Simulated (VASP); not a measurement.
# LiF (Fm-3m) in VASP: single point with PBE

Aim: the single point of LiF with PBE.

All numbers are computed with VASP 6.6.1; they aren't measurements. Logs are shortened: lines on timing, memory, paths and dates and some standing lists are left out, and cuts for length are marked.

## (1) The cell of the first run

The structure is cubic, space group Fm-3m (No. 225). The conventional cell has a = 4.028 Å, b = 4.028 Å, c = 4.028 Å, α = 90.00°, β = 90.00°, γ = 90.00°. Li (site symmetry m-3m) has 6 F at 2.01 Å within 2.7 Å. Within 2.7 Å of F (site symmetry m-3m) lie 6 Li at 2.01 Å.

## (2) Single point, PBE

INCAR reads:

```
  ALGO = Normal
  EDIFF = 1E-6
  ENCUT = 750
  GGA = PE
  GGA_COMPAT = False
  ISIF = 2
  ISMEAR = 1
  LASPH = True
  LCHARG = False
  LREAL = False
  LWAVE = False
  NBANDS = 12
  NELM = 120
  PREC = Accurate
  SIGMA = 0.01
```

KPOINTS reads:

```
k-points
0
Gamma
  7 7 7
```

POSCAR reads:

```
LiF
1.0
    0.0000000000      2.0140000000      2.0140000000
    2.0140000000      0.0000000000      2.0140000000
    2.0140000000      2.0140000000      0.0000000000
Li F
1 1
Direct
    0.0000000000      0.0000000000      0.0000000000
    0.5000000000      0.5000000000      0.5000000000
```

Potentials or basis: VASP PAW PBE potentials, release 64 (Li_sv, F).

On the command line:

```bash
> cat potpaw_PBE.64/Li_sv/POTCAR potpaw_PBE.64/F/POTCAR > POTCAR
> mpirun -np 1 vasp_std > vasp.out
```

OUTCAR:

```text
EDIFF = 1E-6
   ENCUT = 750
   GGA = PE
   ISIF = 2
   ISMEAR = 1
   LASPH = True
   LREAL = False
   NELM = 120
   PREC = Accurate

 ion  position               nearest neighbor table
   1  0.000  0.000  0.000-   2 2.01   2 2.01   2 2.01   2 2.01   2 2.01   2 2.01
   2  0.500  0.500  0.500-   1 2.01   1 2.01   1 2.01   1 2.01   1 2.01   1 2.01

  LATTYP: Found a face centered cubic cell.
 ALAT       =     4.0280000000

  Lattice vectors:

 A1 = (   0.0000000000,   2.0140000000,   2.0140000000)
 A2 = (   2.0140000000,   0.0000000000,   2.0140000000)
 A3 = (   2.0140000000,   2.0140000000,   0.0000000000)

Analysis of symmetry for initial positions (statically):
=====================================================================
 Subroutine PRICEL returns:
 Original cell was already a primitive cell.

 Routine SETGRP: Setting up the symmetry group for a
 face centered cubic supercell.

 Subroutine GETGRP returns: Found 48 space group operations
 (whereof 48 operations were pure point group operations)
 out of a pool of 48 trial point group operations.

The static configuration has the point symmetry O_h .

Analysis of symmetry for dynamics (positions and initial velocities):
=====================================================================
 Subroutine PRICEL returns:
 Original cell was already a primitive cell.

 Routine SETGRP: Setting up the symmetry group for a
 face centered cubic supercell.

 Subroutine GETGRP returns: Found 48 space group operations
 (whereof 48 operations were pure point group operations)
 out of a pool of 48 trial point group operations.

The dynamic configuration has the point symmetry O_h .

 Subroutine INISYM returns: Found 48 space group operations
 (whereof 48 operations are pure point group operations),
 and found     1 'primitive' translations

----------------------------------------------------------------------------------------

                                     Primitive cell

  volume of cell :      16.3384

  direct lattice vectors                    reciprocal lattice vectors
     0.000000000  2.014000000  2.014000000    -0.248262165  0.248262165  0.248262165
     2.014000000  0.000000000  2.014000000     0.248262165 -0.248262165  0.248262165
     2.014000000  2.014000000  0.000000000     0.248262165  0.248262165 -0.248262165

  length of vectors
     2.848226115  2.848226115  2.848226115     0.430002683  0.430002683  0.430002683

  position of ions in fractional coordinates (direct lattice)
     0.000000000  0.000000000  0.000000000
     0.500000000  0.500000000  0.500000000

  ion indices of the primitive-cell ions
   primitive index   ion index
                 1           1
                 2           2

----------------------------------------------------------------------------------------

 KPOINTS: k-points

Automatic generation of k-mesh.
 Grid dimensions read from file:
 generate k-points for:    7    7    7

 Generating k-lattice:

  Cartesian coordinates                     Fractional coordinates (reciprocal lattice)
    -0.035466024  0.035466024  0.035466024     0.142857143  0.000000000  0.000000000
     0.035466024 -0.035466024  0.035466024     0.000000000  0.142857143  0.000000000
     0.035466024  0.035466024 -0.035466024     0.000000000  0.000000000  0.142857143

  Length of vectors
     0.061428955  0.061428955  0.061428955

  Shift w.r.t. Gamma in fractional coordinates (k-lattice)
     0.000000000  0.000000000  0.000000000

 Subroutine IBZKPT returns following result:
 ===========================================

 Found     20 irreducible k-points:

 Following reciprocal coordinates:
            Coordinates               Weight
  0.000000  0.000000  0.000000      1.000000
  0.142857  0.000000  0.000000      8.000000
  0.285714  0.000000  0.000000      8.000000
  0.428571  0.000000  0.000000      8.000000
  0.142857  0.142857  0.000000      6.000000
  0.285714  0.142857  0.000000     24.000000
[... 12 lines left out ...]
 -0.428571  0.428571  0.142857     24.000000
 -0.285714  0.428571  0.142857     24.000000
   k-points           NKPTS =     20   k-points in BZ     NKDIM =     20   number of bands    NBANDS=     12
   number of dos      NEDOS =    301   number of ions     NIONS =      2
   total plane-waves  NPLWV =  21952
   dimension x,y,z NGX =    28 NGY =   28 NGZ =   28
   dimension x,y,z NGXF=    56 NGYF=   56 NGZF=   56
   ions per type =               1   1
   NGX,Y,Z   is equivalent  to a cutoff of  16.34, 16.34, 16.34 a.u.
   NGXF,Y,Z  is equivalent  to a cutoff of  32.69, 32.69, 32.69 a.u.
 SYSTEM =  unknown system
   PREC   = accura    normal or accurate (medium, high low for compatibility)
   ISTART =      0    job   : 0-new  1-cont  2-samecut
   ICHARG =      2    charge: 1-file 2-atom 10-const
   ISPIN  =      1    spin polarized calculation?
   LNONCOLLINEAR =      F non collinear calculations
   LSORBIT =      F    spin-orbit coupling
   LASPH  =      T    aspherical Exc in radial PAW
   ENCUT  =  750.0 eV  55.12 Ry    7.42 a.u.   6.36  6.36  6.36*2*pi/ulx,y,z
   NELM   =    120;   NELMIN=  2; NELMDL= -5     # of ELM steps
   EDIFF  = 0.1E-05   stopping-criterion for ELM
   LREAL  =      F    real-space projection
   EDIFFG = 0.1E-04   stopping-criterion for IOM
   NSW    =      0    number of steps for IOM
   IBRION =     -1    ionic relax: 0-MD 1-quasi-New 2-CG
   NFREE  =      0    steps in history (QN), initial steepest desc. (CG)
   ISIF   =      2    stress and relaxation
   ISYM   =      2    0-nonsym 1-usesym 2-fastsym
   POTIM  = 0.5000    time-step for ionic-motion
   TEBEG  =    0.0;   TEEND  =   0.0 temperature during run
   PSTRESS=    0.0 pullay stress
   NELECT =      10.0000    total number of electrons
   NUPDOWN=      -1.0000    fix difference up-down
   EMIN   =  10.00;   EMAX   =-10.00  energy-range for DOS
   EFERMI =   0.00;   METHOD = LEGACY
   ISMEAR =     1;   SIGMA  =   0.01  broadening in eV -4-tet -1-fermi 0-gaus
   EFERMI_NEDOS =   21; number of points for ismear=-14 and -15
   IALGO  =     38    algorithm
   IMIX   =      4    mixing-type and parameters
     AMIX     =   0.40;   BMIX     =  1.00
     AMIX_MAG =   1.60;   BMIX_MAG =  1.00
  volume/ion in A,a.u.               =       8.17        55.13
  Fermi-wavevector in a.u.,A,eV,Ry     =   1.389970  2.626662 26.286674  1.932016
  Thomas-Fermi vector in A             =   2.513950
   LORBIT       =      0    0 simple, 1 ext, 2 COOP (PROOUT), +10 PAW based schemes
   GGA     = PE    functional components
   LHFCALC =     F    Hartree Fock is set to
   AEXX    =    0.0000 exact exchange contribution
   IVDW    =     0    specifies the selected vdW correction
   LEPSILON=     F    determine dielectric tensor
   LRPA    =     F    only Hartree local field effects (RPA)
 non-spin polarized calculation
 Methfessel and Paxton  Order N= 1 SIGMA  =   0.01
  energy-cutoff  :      750.00
  volume of cell :       16.34
 maximum number of plane-waves:       771
 NGX is ok and might be reduce to    28
   NGX = 13   NGY = 13   NGZ = 13

 number of electron      10.0000002 magnetization

 Free energy of the ion-electron system (eV)
  ---------------------------------------------------
  ext. energy  EPLUGINS =         0.00000000
  ---------------------------------------------------
  free energy    TOTEN  =        -9.64261198 eV

  energy without entropy =       -9.64261198  energy(sigma->0) =       -9.64261198

 E-fermi :  -0.9317     XC(G=0):  -9.9845

 val. band max:       -1.0289352158   @ k =   0.0000   0.0000   0.0000
 cond. band min:       8.0488008329   @ k =   0.0000   0.0000   0.0000
 fundamental gap:      9.0777360487
 Fermi energy:        -0.9317033488

 k-point     1 :       0.0000    0.0000    0.0000
  band No.  band energies     occupation
      1     -41.9345      2.00000
      2     -21.0008      2.00000
      3      -1.0289      2.00000
      4      -1.0289      2.00000
      5      -1.0289      2.00000
      6       8.0488      0.00000
      7      22.9434      0.00000
      8      22.9434      0.00000
      9      22.9434      0.00000
     10      23.3014      0.00000
     11      23.3014      0.00000
     12      23.3014      0.00000

 k-point     2 :       0.1429    0.0000    0.0000
  band No.  band energies     occupation
      1     -41.9236      2.00000
      2     -20.9238      2.00000
      3      -1.5832      2.00000
      4      -1.0740      2.00000
      5      -1.0740      2.00000
      6       8.6025      0.00000
      7      19.0936      0.00000
      8      21.0381      0.00000
      9      21.0381      0.00000
     10      24.7604      0.00000
     11      24.8853      0.00000
     12      24.8853      0.00000

 k-point     3 :       0.2857    0.0000    0.0000
  band No.  band energies     occupation
      1     -41.8989      2.00000
      2     -20.7424      2.00000
      3      -2.6692      2.00000
      4      -1.1717      2.00000
      5      -1.1717      2.00000
      6       9.4907      0.00000
      7      16.4514      0.00000
      8      19.1061      0.00000
      9      19.1061      0.00000
     10      26.4932      0.00000
     11      27.1256      0.00000
     12      27.1256      0.00000

 k-point     4 :       0.4286    0.0000    0.0000
  band No.  band energies     occupation
      1     -41.8791      2.00000
      2     -20.5885      2.00000
      3      -3.4413      2.00000
      4      -1.2463      2.00000
      5      -1.2463      2.00000
      6       9.7499      0.00000
      7      15.7273      0.00000
      8      18.0149      0.00000
      9      18.0149      0.00000
     10      28.7074      0.00000
     11      29.5215      0.00000
     12      29.5215      0.00000

 k-point     5 :       0.1429    0.1429    0.0000
  band No.  band energies     occupation
      1     -41.9201      2.00000
      2     -20.8944      2.00000
      3      -1.5506      2.00000
      4      -1.2229      2.00000
      5      -1.2229      2.00000
      6       8.8726      0.00000
      7      20.0515      0.00000
      8      20.5121      0.00000
      9      20.5121      0.00000
     10      20.6679      0.00000
     11      27.5514      0.00000
     12      27.5514      0.00000
[... 168 lines left out ...]
      1     -41.8826      2.00000
      2     -20.5774      2.00000
      3      -2.9016      2.00000
      4      -1.9918      2.00000
      5      -1.4147      2.00000
      6      11.0072      0.00000
      7      15.4639      0.00000
      8      18.2297      0.00000
      9      18.8512      0.00000
     10      22.9739      0.00000
     11      30.2423      0.00000
     12      31.5273      0.00000

 k-point    18 :      -0.4286    0.2857    0.1429
  band No.  band energies     occupation
      1     -41.8684      2.00000
      2     -20.4419      2.00000
      3      -3.2563      2.00000
      4      -2.4011      2.00000
      5      -1.5483      2.00000
      6      11.8297      0.00000
      7      14.6038      0.00000
      8      17.8294      0.00000
      9      18.2630      0.00000
     10      25.3969      0.00000
     11      28.2675      0.00000
     12      33.6886      0.00000

 k-point    19 :      -0.4286    0.4286    0.1429
  band No.  band energies     occupation
      1     -41.8633      2.00000
      2     -20.3528      2.00000
      3      -3.5860      2.00000
      4      -2.3952      2.00000
      5      -1.8434      2.00000
      6      13.2582      0.00000
      7      14.6594      0.00000
      8      16.8195      0.00000
      9      18.5935      0.00000
     10      22.1659      0.00000
     11      31.1856      0.00000
     12      33.8281      0.00000

 k-point    20 :      -0.2857    0.4286    0.1429
  band No.  band energies     occupation
      1     -41.8614      2.00000
      2     -20.3454      2.00000
      3      -3.2466      2.00000
      4      -2.8878      2.00000
      5      -1.7620      2.00000
      6      13.4998      0.00000
      7      13.9689      0.00000
      8      17.0432      0.00000
      9      18.2381      0.00000
     10      24.8421      0.00000
     11      28.2509      0.00000
     12      33.4301      0.00000

------------------------ aborting loop because EDIFF is reached ----------------------------------------

  FORCE on cell =-STRESS in cart. coord.  units (eV):
  Direction    XX          YY          ZZ          XY          YZ          ZX
  --------------------------------------------------------------------------------------
  -------------------------------------------------------------------------------------
  Total        0.1407897      0.1407897      0.1407897     -0.0000000      0.0000000      0.0000000
  in kB       13.8061612     13.8061612     13.8061612     -0.0000000      0.0000000      0.0000000
  external PRESSURE =      13.8061612 kB  Pullay stress =       0.0000000 kB

 VOLUME and BASIS-vectors are now :
 -----------------------------------------------------------------------------
  energy-cutoff  :      750.00
  volume of cell :       16.34
      direct lattice vectors                 reciprocal lattice vectors
     0.000000000  2.014000000  2.014000000    -0.248262165  0.248262165  0.248262165
     2.014000000  0.000000000  2.014000000     0.248262165 -0.248262165  0.248262165
     2.014000000  2.014000000  0.000000000     0.248262165  0.248262165 -0.248262165

 POSITION                                       TOTAL-FORCE (eV/Angst)
 -----------------------------------------------------------------------------------
      0.00000      0.00000      0.00000        -0.000000     -0.000000      0.000000
      2.01400      2.01400      2.01400         0.000000      0.000000     -0.000000
 -----------------------------------------------------------------------------------
    total drift:                                0.000000      0.000000      0.000000

  FREE ENERGIE OF THE ION-ELECTRON SYSTEM (eV)
  ---------------------------------------------------
  free  energy   TOTEN  =        -9.6426119847 eV

  energy  without entropy=       -9.6426119847  energy(sigma->0) =       -9.64261198
```

Wall time 5 s (1 thread of Intel Xeon Platinum 8488C (Sapphire Rapids), shared host); peak memory 0.15 GiB.

Results:

| Item | Value |
| --- | --- |
| Free energy | -9.6426 eV |
| Pressure | 1.4 GPa |
| Band gap on the k mesh | 9.08 eV |
